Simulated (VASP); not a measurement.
# MoS2 (R-3m) in VASP: single point with LDA+U

Aim: the single point of MoS2 with LDA+U.

Program: VASP 6.6.1. These are calculated values, not measurements. Logs are shortened: lines on timing, memory, paths and dates and some standing lists are left out, and cuts for length are marked.

### 1 The cell of the first run

The structure is trigonal, space group R-3m (No. 166). The conventional cell has a = 3.171 Å, b = 3.171 Å, c = 18.345 Å, α = 90.00°, β = 90.00°, γ = 120.00°. Mo (site symmetry -3m) has 6 S at 2.39 Å and 6 Mo at 3.17 Å within 3.2 Å. S (site symmetry 3m) has 3 Mo at 2.39 Å and 6 S at 3.17 Å within 3.2 Å.

### 2 Single point, LDA+U, collinear spin, ferromagnetic start

The input, INCAR:

```
ALGO     = Normal         # electronic algorithm
EDIFF    = 1E-7           # SCF threshold, eV
ENCUT    = 520            # plane-wave cutoff, eV
ISIF     = 2              # what is computed and relaxed
ISMEAR   = 0              # smearing method
ISPIN    = 2              # spin polarisation
LASPH    = True           # aspherical terms in the spheres
LCHARG   = True           # write CHGCAR
LDAU     = True           # DFT+U
LDAUJ    = 0.7 0        
LDAUL    = 2 -1           # shell
LDAUPRINT= 1            
LDAUTYPE = 1            
LDAUU    = 3 0            # U, eV
LELF     = True           # ELF
LMAXMIX  = 4              # l up to which the mixer works
LORBIT   = 11             # projections on sites
LREAL    = False          # projectors in reciprocal space
LVHAR    = True         
LWAVE    = False          # write WAVECAR
MAGMOM   = 2 0 0          # initial moments
NBANDS   = 24             # bands
NELM     = 150            # most SCF steps
PREC     = Accurate       # precision mode
SIGMA    = 0.05           # smearing width, eV
```

The input, KPOINTS:

```
k-points
0
Gamma
  7 7 7
```

The input, POSCAR:

```
MoS2
1.0
    1.5855002900      0.9153890200      6.1149982500
   -1.5855002900      0.9153890200      6.1149982500
    0.0000000000     -1.8307780400      6.1149982500
Mo S
1 2
Direct
    0.0000000000      0.0000000000      0.0000000000
    0.7500000000      0.7500000000      0.7500000000
    0.2500000000      0.2500000000      0.2500000000
```

Potentials or basis: VASP PAW LDA potentials, release 64 (Mo_sv, S).

Launch:

```sh
$ cat potpaw_LDA.64/Mo_sv/POTCAR potpaw_LDA.64/S/POTCAR > POTCAR
$ mpirun -np 1 vasp_std > vasp.out
```

OUTCAR:

```text
EDIFF = 1E-7
   ENCUT = 520
   ISIF = 2
   ISMEAR = 0
   ISPIN = 2
   LASPH = True
   LORBIT = 11
   LREAL = False
   NELM = 150
   PREC = Accurate

 ion  position               nearest neighbor table
   1  0.000  0.000  0.000-   2 2.39   2 2.39   3 2.39   3 2.39   2 2.39   3 2.39
   2  0.750  0.750  0.750-   1 2.39   1 2.39   1 2.39
   3  0.250  0.250  0.250-   1 2.39   1 2.39   1 2.39

  LATTYP: Found a trigonal (rhomboedric) cell.
 ALAT       =     6.3831772516
 COS(alpha) =     0.8766074785

  Lattice vectors:

 A1 = (   1.5855002900,   0.9153890200,   6.1149982500)
 A2 = (  -1.5855002900,   0.9153890200,   6.1149982500)
 A3 = (   0.0000000000,  -1.8307780400,   6.1149982500)

Analysis of symmetry for initial positions (statically):
=====================================================================
 Subroutine PRICEL returns:
 Original cell was already a primitive cell.

 Routine SETGRP: Setting up the symmetry group for a
 trigonal (rhombohedral) supercell.

 Subroutine GETGRP returns: Found 12 space group operations
 (whereof 12 operations were pure point group operations)
 out of a pool of 12 trial point group operations.

The static configuration has the point symmetry D_3d.

Analysis of symmetry for dynamics (positions and initial velocities):
=====================================================================
 Subroutine PRICEL returns:
 Original cell was already a primitive cell.

 Routine SETGRP: Setting up the symmetry group for a
 trigonal (rhombohedral) supercell.

 Subroutine GETGRP returns: Found 12 space group operations
 (whereof 12 operations were pure point group operations)
 out of a pool of 12 trial point group operations.

The dynamic configuration has the point symmetry D_3d.

Analysis of structural, dynamic, and magnetic symmetry:
=====================================================================
 Subroutine PRICEL returns:
 Original cell was already a primitive cell.

 Routine SETGRP: Setting up the symmetry group for a
[... 175 lines left out ...]
  o =  0.3721  v =  0.0000  0.0000  0.0000  0.0000  0.0000 -0.0000  0.1879 -0.0000 -0.0000  0.9822      0.0000  0.0000  0.0000  0.0000  0.0000  0.0000  0.0000  0.0000  0.0000  0.0000
  o =  0.3721  v = -0.9821  0.0000  0.0000 -0.1882 -0.0000  0.0000  0.0000  0.0000  0.0000  0.0000      0.0000  0.0000  0.0000  0.0000  0.0000  0.0000  0.0000  0.0000  0.0000  0.0000
  o =  0.3721  v =  0.0000  0.1882 -0.0000 -0.0000  0.9821  0.0000  0.0000  0.0000  0.0000  0.0000      0.0000  0.0000  0.0000  0.0000  0.0000  0.0000  0.0000  0.0000  0.0000  0.0000
  o =  0.3819  v =  0.0000 -0.0000 -1.0000 -0.0000 -0.0000  0.0000  0.0000  0.0000  0.0000  0.0000      0.0000  0.0000  0.0000  0.0000  0.0000  0.0000  0.0000  0.0000  0.0000  0.0000
  o =  0.3819  v =  0.0000  0.0000  0.0000  0.0000  0.0000 -0.0000 -0.0000 -1.0000 -0.0000 -0.0000      0.0000  0.0000  0.0000  0.0000  0.0000  0.0000  0.0000  0.0000  0.0000  0.0000
  o =  0.4331  v =  0.0000  0.0000  0.0000  0.0000  0.0000  0.1879  0.0000 -0.0000 -0.9822 -0.0000      0.0000  0.0000  0.0000  0.0000  0.0000  0.0000  0.0000  0.0000  0.0000  0.0000
  o =  0.4331  v =  0.0000  0.0000  0.0000  0.0000  0.0000  0.0000 -0.9822  0.0000 -0.0000  0.1879      0.0000  0.0000  0.0000  0.0000  0.0000  0.0000  0.0000  0.0000  0.0000  0.0000
  o =  0.4331  v =  0.1882  0.0000  0.0000 -0.9821 -0.0000  0.0000  0.0000  0.0000  0.0000  0.0000      0.0000  0.0000  0.0000  0.0000  0.0000  0.0000  0.0000  0.0000  0.0000  0.0000
  o =  0.4331  v =  0.0000 -0.9821  0.0000 -0.0000  0.1882  0.0000  0.0000  0.0000  0.0000  0.0000      0.0000  0.0000  0.0000  0.0000  0.0000  0.0000  0.0000  0.0000  0.0000  0.0000

 number of electron      25.9999998 magnetization       0.0000153

 Free energy of the ion-electron system (eV)
  ---------------------------------------------------
  ext. energy  EPLUGINS =         0.00000000
  ---------------------------------------------------
  free energy    TOTEN  =       -20.85442865 eV

  energy without entropy =      -20.85224337  energy(sigma->0) =      -20.85333601

 E-fermi :   7.7843     XC(G=0): -11.1283

 val. band max:        7.7760573189   @ k =   0.1429   0.0000   0.0000
 cond. band min:       7.8223088348   @ k =   0.1429   0.1429   0.0000
 fundamental gap:      0.0462515158
 Fermi energy:         7.7843270316

 spin component 1

 k-point     1 :       0.0000    0.0000    0.0000
  band No.  band energies     occupation
      1     -53.9836      1.00000
      2     -28.2650      1.00000
      3     -28.1503      1.00000
      4     -28.1503      1.00000
      5      -7.4663      1.00000
      6      -5.7912      1.00000
[... 1289 lines left out ...]
     23      18.4265      0.00000
     24      19.7293      0.00000

 [... further k-points ...]
[... 5 lines left out ...]
  --------------------------------------------------------------------------------------
  -------------------------------------------------------------------------------------
  Total        0.1210384      0.1210384      1.4996601      0.0000000     -0.0000000      0.0000000
  in kB        3.6417845      3.6417845     45.1215282      0.0000000     -0.0000000      0.0000000
  external PRESSURE =      17.4683657 kB  Pullay stress =       0.0000000 kB

 VOLUME and BASIS-vectors are now :
 -----------------------------------------------------------------------------
  energy-cutoff  :      520.00
  volume of cell :       53.25
      direct lattice vectors                 reciprocal lattice vectors
     1.585500290  0.915389020  6.114998250     0.315357874  0.182071953  0.054510781
    -1.585500290  0.915389020  6.114998250    -0.315357874  0.182071953  0.054510781
     0.000000000 -1.830778040  6.114998250     0.000000000 -0.364143906  0.054510781

 POSITION                                       TOTAL-FORCE (eV/Angst)
 -----------------------------------------------------------------------------------
      0.00000      0.00000      0.00000         0.000000     -0.000000      0.000000
      0.00000      0.00000     13.75875         0.000000      0.000000      0.733479
      0.00000      0.00000      4.58625         0.000000     -0.000000     -0.733479
 -----------------------------------------------------------------------------------
    total drift:                               -0.000000     -0.000000      0.000000

  FREE ENERGIE OF THE ION-ELECTRON SYSTEM (eV)
  ---------------------------------------------------
  free  energy   TOTEN  =       -20.8544286462 eV

  energy  without entropy=      -20.8522433674  energy(sigma->0) =      -20.85333601

 total charge

# of ion       s       p       d       tot
------------------------------------------
    1        2.312   6.239   3.929  12.480
    2        1.364   2.338   0.000   3.702
    3        1.364   2.338   0.000   3.702
--------------------------------------------------
tot          5.041  10.914   3.929  19.884

 magnetization (x)

# of ion       s       p       d       tot
------------------------------------------
    1        0.000  -0.000   0.000   0.000
    2       -0.000   0.000   0.000   0.000
    3       -0.000   0.000   0.000   0.000
--------------------------------------------------
tot         -0.000   0.000   0.000   0.000
```

OSZICAR:

```text
N       E                     dE             d eps       ncg     rms          rms(c)
DAV:   1     0.186015735669E+03    0.18602E+03   -0.12963E+04  4224   0.103E+03
DAV:   2    -0.148723476643E+02   -0.20089E+03   -0.19382E+03  5080   0.284E+02
DAV:   3    -0.221018296856E+02   -0.72295E+01   -0.71726E+01  5400   0.513E+01
DAV:   4    -0.221703267437E+02   -0.68497E-01   -0.68477E-01  4720   0.537E+00
DAV:   5    -0.221713454277E+02   -0.10187E-02   -0.10187E-02  5480   0.653E-01    0.270E+01
DAV:   6    -0.212431865656E+02    0.92816E+00   -0.12507E+01  4608   0.190E+01    0.103E+01
DAV:   7    -0.209908179232E+02    0.25237E+00   -0.46381E+00  4376   0.117E+01    0.734E+00
DAV:   8    -0.208523737678E+02    0.13844E+00   -0.66130E-01  5048   0.424E+00    0.183E+00
DAV:   9    -0.208547023747E+02   -0.23286E-02   -0.23393E-02  5104   0.918E-01    0.796E-01
DAV:  10    -0.208545776333E+02    0.12474E-03   -0.16022E-03  5184   0.249E-01    0.318E-01
DAV:  11    -0.208544088192E+02    0.16881E-03   -0.18379E-03  4928   0.236E-01    0.935E-02
DAV:  12    -0.208544153722E+02   -0.65529E-05   -0.10188E-04  5120   0.587E-02    0.331E-02
DAV:  13    -0.208544252590E+02   -0.98869E-05   -0.18720E-05  5120   0.206E-02    0.186E-02
DAV:  14    -0.208544282321E+02   -0.29731E-05   -0.35072E-06  5144   0.847E-03    0.730E-03
DAV:  15    -0.208544285727E+02   -0.34054E-06   -0.75380E-07  5040   0.404E-03    0.465E-03
DAV:  16    -0.208544286462E+02   -0.73554E-07   -0.25527E-07  3368   0.223E-03
   1 F= -.20854429E+02 E0= -.20853336E+02  d E =-.218528E-02  mag=     0.0000
```

stdout:

```text
POSCAR found type information on POSCAR MoS
 POSCAR found :  2 types and       3 ions
 scaLAPACK will be used
 LDA part: xc-table for (Slater(with rela. corr.)+CA(PZ))
 , standard interpolation
 POSCAR, INCAR and KPOINTS ok, starting setup
 FFT: planning ... GRIDC
 FFT: planning ... GRID_SOFT
 FFT: planning ... GRID
 WAVECAR not read
 entering main loop
```

It took 11 min on 1 thread of AMD EPYC 7R13, shared host; peak memory 0.28 GiB.

What came out:

* Free energy: -20.8544 eV
* Pressure: 1.7 GPa
* Largest force: 0.733 eV/Å
* Band gap on the k mesh: zero (filled and empty bands overlap)
* Net moment: 0.00 μB per cell
* Valence electrons inside the program's atomic spheres: Mo 12.48; S 3.70

Forces in eV/Å, atoms in the order of the input:
```
Mo   0.000  0.000  0.000
S    0.000  0.000  0.733
S    0.000  0.000 -0.733
```

Eigenvalues of the final occupation matrices:
| site | spin | trace | eigenvalues |
| --- | --- | --- | --- |
| site 1 d | 1 | 1.99 | 0.37 0.37 0.38 0.43 0.43 |
| site 1 d | 2 | 1.99 | 0.37 0.37 0.38 0.43 0.43 |

The state reached can hang on the start; a lower one may exist.
